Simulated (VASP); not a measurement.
# CoSi (R3) in VASP: single point with PBE

Aim: the single point of CoSi with PBE.

Everything below comes from runs of VASP 6.6.1. Logs are shortened: lines on timing, memory, paths and dates and some standing lists are left out, and cuts for length are marked.

### 1 The cell of the first run

It takes space group R3 (No. 146, trigonal). The conventional cell has a = 6.266 Å, b = 6.266 Å, c = 7.674 Å, α = 90.00°, β = 90.00°, γ = 120.00°. Within 3.0 Å of Co (site symmetry 3) lie 7 Si at 2.25 to 2.51 Å and 6 Co at 2.61 to 2.80 Å. Within 3.1 Å of Co (site symmetry 1) lie 7 Si at 2.31 to 2.41 Å and 6 Co at 2.61 to 2.80 Å. Si (site symmetry 3) has 7 Co at 2.25 to 2.41 Å and 6 Si at 2.72 to 2.79 Å within 3.0 Å. Si (site symmetry 1) has 7 Co at 2.33 to 2.51 Å and 6 Si at 2.70 to 2.79 Å within 3.1 Å.

### 2 Single point, PBE (atoms displaced along a vibrational mode)

File INCAR:

```
SYSTEM = CoSi
ALGO = Normal ; EDIFF = 1E-6
ENCUT = 520 ; GGA = PE
ISIF = 2 ; ISMEAR = 0
LASPH = .TRUE. ; LCHARG = .TRUE.
LELF = .TRUE. ; LREAL = .FALSE.
LVHAR = .TRUE. ; LWAVE = .FALSE.
NBANDS = 36 ; NELM = 60
PREC = Accurate ; SIGMA = 0.15
```

File KPOINTS:

```
k-points
0
G
  10 10 10
  0 0 0
```

File POSCAR:

```
CoSi
1.0
    4.4308490675      0.0000000000      0.0000000000
    0.0000000000      4.4308490675      0.0000000000
    0.0000000000      0.0000000000      4.4308490675
Co Si
4 4
Direct
    0.1319886722      0.1319886722      0.1319886722
    0.3504724613      0.8586036665      0.6571631045
    0.6571631045      0.3504724613      0.8586036665
    0.8586036665      0.6571631045      0.3504724613
    0.8390487398      0.8390487398      0.8390487398
    0.6546884011      0.1608514490      0.3491299520
    0.3491299520      0.6546884011      0.1608514490
    0.1608514490      0.3491299520      0.6546884011
```

Potentials or basis: VASP PAW PBE potentials, release 64 (Co, Si).

Started as:

```bash
cat potpaw_PBE.64/Co/POTCAR potpaw_PBE.64/Si/POTCAR > POTCAR
mpirun -np 1 vasp_std > vasp.out
```

OUTCAR:

```text
SYSTEM = CoSi
   EDIFF = 1E-6
   ENCUT = 520
   GGA = PE
   ISIF = 2
   ISMEAR = 0
   LASPH = .TRUE.
   LREAL = .FALSE.
   NELM = 60
   PREC = Accurate

 ion  position               nearest neighbor table
   1  0.132  0.132  0.132-   5 2.25   6 2.33   7 2.33   8 2.33   7 2.51   8 2.51   6 2.51   3 2.61
                             4 2.61   2 2.61   2 2.80   4 2.80   3 2.80
   2  0.350  0.859  0.657-   5 2.31   8 2.33   6 2.34   7 2.38   5 2.41   7 2.41   8 2.41   1 2.61
                             3 2.72   4 2.72   4 2.78   3 2.78   1 2.80
   3  0.657  0.350  0.859-   5 2.31   6 2.33   7 2.34   8 2.38   5 2.41   8 2.41   6 2.41   1 2.61
                             2 2.72   4 2.72   2 2.78   4 2.78   1 2.80
   4  0.859  0.657  0.350-   5 2.31   7 2.33   8 2.34   6 2.38   5 2.41   6 2.41   7 2.41   1 2.61
                             2 2.72   3 2.72   2 2.78   3 2.78   1 2.80
   5  0.839  0.839  0.839-   1 2.25   2 2.31   3 2.31   4 2.31   3 2.41   4 2.41   2 2.41   6 2.72
                             7 2.72   8 2.72   7 2.79   6 2.79   8 2.79
   6  0.655  0.161  0.349-   1 2.33   3 2.33   2 2.34   4 2.38   4 2.41   3 2.41   1 2.51   7 2.70
                             8 2.70   5 2.72   7 2.75   8 2.75   5 2.79
   7  0.349  0.655  0.161-   1 2.33   4 2.33   3 2.34   2 2.38   2 2.41   4 2.41   1 2.51   6 2.70
                             8 2.70   5 2.72   8 2.75   6 2.75   5 2.79
   8  0.161  0.349  0.655-   1 2.33   2 2.33   4 2.34   3 2.38   3 2.41   2 2.41   1 2.51   6 2.70
                             7 2.70   5 2.72   7 2.75   6 2.75   5 2.79

  LATTYP: Found a simple cubic cell.
 ALAT       =     4.4308490675

  Lattice vectors:

 A1 = (   4.4308490675,   0.0000000000,   0.0000000000)
 A2 = (   0.0000000000,   4.4308490675,   0.0000000000)
 A3 = (   0.0000000000,   0.0000000000,   4.4308490675)

Analysis of symmetry for initial positions (statically):
=====================================================================
 Subroutine PRICEL returns:
 Original cell was already a primitive cell.

 Routine SETGRP: Setting up the symmetry group for a
 simple cubic supercell.

 Subroutine GETGRP returns: Found  3 space group operations
 (whereof  3 operations were pure point group operations)
 out of a pool of 48 trial point group operations.

The static configuration has the point symmetry C_3 .

Analysis of symmetry for dynamics (positions and initial velocities):
=====================================================================
 Subroutine PRICEL returns:
 Original cell was already a primitive cell.

 Routine SETGRP: Setting up the symmetry group for a
 simple cubic supercell.

 Subroutine GETGRP returns: Found  3 space group operations
 (whereof  3 operations were pure point group operations)
 out of a pool of 48 trial point group operations.

The dynamic configuration has the point symmetry C_3 .

 Subroutine INISYM returns: Found  3 space group operations
 (whereof  3 operations are pure point group operations),
 and found     1 'primitive' translations

----------------------------------------------------------------------------------------

                                     Primitive cell

  volume of cell :      86.9883

  direct lattice vectors                    reciprocal lattice vectors
     4.430849067  0.000000000  0.000000000     0.225690378  0.000000000  0.000000000
     0.000000000  4.430849067  0.000000000     0.000000000  0.225690378  0.000000000
     0.000000000  0.000000000  4.430849067     0.000000000  0.000000000  0.225690378

  length of vectors
     4.430849067  4.430849067  4.430849067     0.225690378  0.225690378  0.225690378

  position of ions in fractional coordinates (direct lattice)
     0.131988672  0.131988672  0.131988672
     0.350472461  0.858603667  0.657163105
     0.657163105  0.350472461  0.858603667
     0.858603667  0.657163105  0.350472461
     0.839048740  0.839048740  0.839048740
     0.654688401  0.160851449  0.349129952
     0.349129952  0.654688401  0.160851449
     0.160851449  0.349129952  0.654688401

  ion indices of the primitive-cell ions
   primitive index   ion index
                 1           1
                 2           2
                 3           3
                 4           4
                 5           5
                 6           6
                 7           7
                 8           8

----------------------------------------------------------------------------------------

 KPOINTS: k-points

Automatic generation of k-mesh.
 Grid dimensions read from file:
 generate k-points for:   10   10   10

 Generating k-lattice:

  Cartesian coordinates                     Fractional coordinates (reciprocal lattice)
     0.022569038  0.000000000  0.000000000     0.100000000  0.000000000  0.000000000
     0.000000000  0.022569038  0.000000000     0.000000000  0.100000000  0.000000000
     0.000000000  0.000000000  0.022569038     0.000000000  0.000000000  0.100000000

  Length of vectors
     0.022569038  0.022569038  0.022569038

  Shift w.r.t. Gamma in fractional coordinates (k-lattice)
     0.000000000  0.000000000  0.000000000

 Subroutine IBZKPT returns following result:
 ===========================================

 Found    172 irreducible k-points:

 Following reciprocal coordinates:
            Coordinates               Weight
  0.000000  0.000000  0.000000      1.000000
  0.100000  0.000000  0.000000      6.000000
  0.200000  0.000000  0.000000      6.000000
  0.300000  0.000000  0.000000      6.000000
  0.400000  0.000000  0.000000      6.000000
  0.500000  0.000000  0.000000      3.000000
[... 16 lines left out ...]
  0.200000  0.200000  0.000000      6.000000
 -0.200000  0.200000  0.000000      6.000000
 [... further k-points ...]
   k-points           NKPTS =    172   k-points in BZ     NKDIM =    172   number of bands    NBANDS=     36
   number of dos      NEDOS =    301   number of ions     NIONS =      8
   total plane-waves  NPLWV =  46656
   dimension x,y,z NGX =    36 NGY =   36 NGZ =   36
   dimension x,y,z NGXF=    72 NGYF=   72 NGZF=   72
   ions per type =               4   4
   NGX,Y,Z   is equivalent  to a cutoff of  13.51, 13.51, 13.51 a.u.
   NGXF,Y,Z  is equivalent  to a cutoff of  27.01, 27.01, 27.01 a.u.
 SYSTEM =  CoSi
   PREC   = accura    normal or accurate (medium, high low for compatibility)
   ISTART =      0    job   : 0-new  1-cont  2-samecut
   ICHARG =      2    charge: 1-file 2-atom 10-const
   ISPIN  =      1    spin polarized calculation?
   LNONCOLLINEAR =      F non collinear calculations
   LSORBIT =      F    spin-orbit coupling
   LASPH  =      T    aspherical Exc in radial PAW
   ENCUT  =  520.0 eV  38.22 Ry    6.18 a.u.   8.24  8.24  8.24*2*pi/ulx,y,z
   NELM   =     60;   NELMIN=  2; NELMDL= -5     # of ELM steps
   EDIFF  = 0.1E-05   stopping-criterion for ELM
   LREAL  =      F    real-space projection
   EDIFFG = 0.1E-04   stopping-criterion for IOM
   NSW    =      0    number of steps for IOM
   IBRION =     -1    ionic relax: 0-MD 1-quasi-New 2-CG
   NFREE  =      0    steps in history (QN), initial steepest desc. (CG)
   ISIF   =      2    stress and relaxation
   ISYM   =      2    0-nonsym 1-usesym 2-fastsym
   POTIM  = 0.5000    time-step for ionic-motion
   TEBEG  =    0.0;   TEEND  =   0.0 temperature during run
   PSTRESS=    0.0 pullay stress
   NELECT =      52.0000    total number of electrons
   NUPDOWN=      -1.0000    fix difference up-down
   EMIN   =  10.00;   EMAX   =-10.00  energy-range for DOS
   EFERMI =   0.00;   METHOD = LEGACY
   ISMEAR =     0;   SIGMA  =   0.15  broadening in eV -4-tet -1-fermi 0-gaus
   EFERMI_NEDOS =   21; number of points for ismear=-14 and -15
   IALGO  =     38    algorithm
   IMIX   =      4    mixing-type and parameters
     AMIX     =   0.40;   BMIX     =  1.00
     AMIX_MAG =   1.60;   BMIX_MAG =  1.00
  volume/ion in A,a.u.               =      10.87        73.38
  Fermi-wavevector in a.u.,A,eV,Ry     =   1.379079  2.606080 25.876342  1.901858
  Thomas-Fermi vector in A             =   2.504081
   LORBIT       =      0    0 simple, 1 ext, 2 COOP (PROOUT), +10 PAW based schemes
   GGA     = PE    functional components
   LHFCALC =     F    Hartree Fock is set to
   AEXX    =    0.0000 exact exchange contribution
   IVDW    =     0    specifies the selected vdW correction
   LEPSILON=     F    determine dielectric tensor
   LRPA    =     F    only Hartree local field effects (RPA)
 non-spin polarized calculation
 Gauss-broadening in eV      SIGMA  =   0.15
  energy-cutoff  :      520.00
  volume of cell :       86.99
 maximum number of plane-waves:      2367
 NGX is ok and might be reduce to    36
   NGX = 17   NGY = 17   NGZ = 17

 number of electron      52.0000001 magnetization

 Free energy of the ion-electron system (eV)
  ---------------------------------------------------
  ext. energy  EPLUGINS =         0.00000000
  ---------------------------------------------------
  free energy    TOTEN  =       -54.60276639 eV

  energy without entropy =      -54.58494645  energy(sigma->0) =      -54.59385642

 E-fermi :  12.1463     XC(G=0): -12.8651

 val. band max:       12.1334107220   @ k =  -0.4000   0.4000   0.4000
 cond. band min:      12.1836764522   @ k =  -0.4000   0.5000   0.4000
 fundamental gap:      0.0502657301
 Fermi energy:        12.1462679680

 k-point     1 :       0.0000    0.0000    0.0000
  band No.  band energies     occupation
      1      -1.5656      2.00000
      2       3.8397      2.00000
      3       3.9722      2.00000
      4       3.9722      2.00000
      5       6.6265      2.00000
      6       6.6265      2.00000
[... 28 lines left out ...]
     35      15.7384      0.00000
     36      16.9710      0.00000

 k-point     2 :       0.1000    0.0000    0.0000
  band No.  band energies     occupation
      1      -1.4911      2.00000
      2       3.3084      2.00000
      3       3.9747      2.00000
      4       4.4024      2.00000
      5       6.2612      2.00000
      6       6.6749      2.00000
[... 28 lines left out ...]
     35      15.9805      0.00000
     36      17.2477      0.00000
[... 817 lines left out ...]
     35      16.8604      0.00000
     36      17.0896      0.00000

 k-point    24 :      -0.2000    0.2000    0.0000
  band No.  band energies     occupation
      1      -0.9755      2.00000
      2       2.4353      2.00000
      3       3.4374      2.00000
      4       5.0815      2.00000
      5       6.0378      2.00000
      6       6.5226      2.00000
[... 28 lines left out ...]
     35      16.8783      0.00000
     36      16.9413      0.00000

 [... further k-points ...]
[... 5 lines left out ...]
  --------------------------------------------------------------------------------------
  -------------------------------------------------------------------------------------
  Total        0.3938791      0.3938791      0.3938791     -0.1350406     -0.1350406     -0.1350406
  in kB        7.2545859      7.2545859      7.2545859     -2.4872190     -2.4872190     -2.4872190
  external PRESSURE =       7.2545859 kB  Pullay stress =       0.0000000 kB

 VOLUME and BASIS-vectors are now :
 -----------------------------------------------------------------------------
  energy-cutoff  :      520.00
  volume of cell :       86.99
      direct lattice vectors                 reciprocal lattice vectors
     4.430849067  0.000000000  0.000000000     0.225690378  0.000000000  0.000000000
     0.000000000  4.430849067  0.000000000     0.000000000  0.225690378  0.000000000
     0.000000000  0.000000000  4.430849067     0.000000000  0.000000000  0.225690378

 POSITION                                       TOTAL-FORCE (eV/Angst)
 -----------------------------------------------------------------------------------
      0.58482      0.58482      0.58482         0.800619      0.800619      0.800619
      1.55289      3.80434      2.91179         0.285151     -0.227483     -0.737668
      2.91179      1.55289      3.80434        -0.737668      0.285151     -0.227483
      3.80434      2.91179      1.55289        -0.227483     -0.737668      0.285151
      3.71770      3.71770      3.71770         0.073480      0.073480      0.073480
      2.90083      0.71271      1.54694         0.084323     -0.120937     -0.157485
      1.54694      2.90083      0.71271        -0.157485      0.084323     -0.120937
      0.71271      1.54694      2.90083        -0.120937     -0.157485      0.084323
 -----------------------------------------------------------------------------------
    total drift:                                0.000062      0.000062      0.000067

  FREE ENERGIE OF THE ION-ELECTRON SYSTEM (eV)
  ---------------------------------------------------
  free  energy   TOTEN  =       -54.6027663946 eV

  energy  without entropy=      -54.5849464460  energy(sigma->0) =      -54.59385642
```

It took 5.7 min on 1 thread of Intel Xeon Platinum 8488C (Sapphire Rapids), shared host; peak memory 0.5 GiB.

Results:

* Free energy: -54.6028 eV
* Pressure: 0.7 GPa
* Largest force: 1.387 eV/Å
* Band gap on the k mesh: zero (bands 26 and 27 overlap by 0.18 eV)

Forces on the atoms (eV/Å):
```
Co   0.801  0.801  0.801
Co   0.285 -0.227 -0.738
Co  -0.738  0.285 -0.227
Co  -0.227 -0.738  0.285
Si   0.073  0.073  0.073
Si   0.084 -0.121 -0.157
Si  -0.157  0.084 -0.121
Si  -0.121 -0.157  0.084
```

Caveat: the cell differs from its parent crystal (atoms displaced along a vibrational mode); forces of over 1 eV/Å act on the atoms, so gaps and moduli don't describe the material at rest. Spin polarisation is off, so any magnetic state and its effect on volume and gap are missing.

The gap in the log of VASP goes by the Fermi energy; the results here count the filled bands.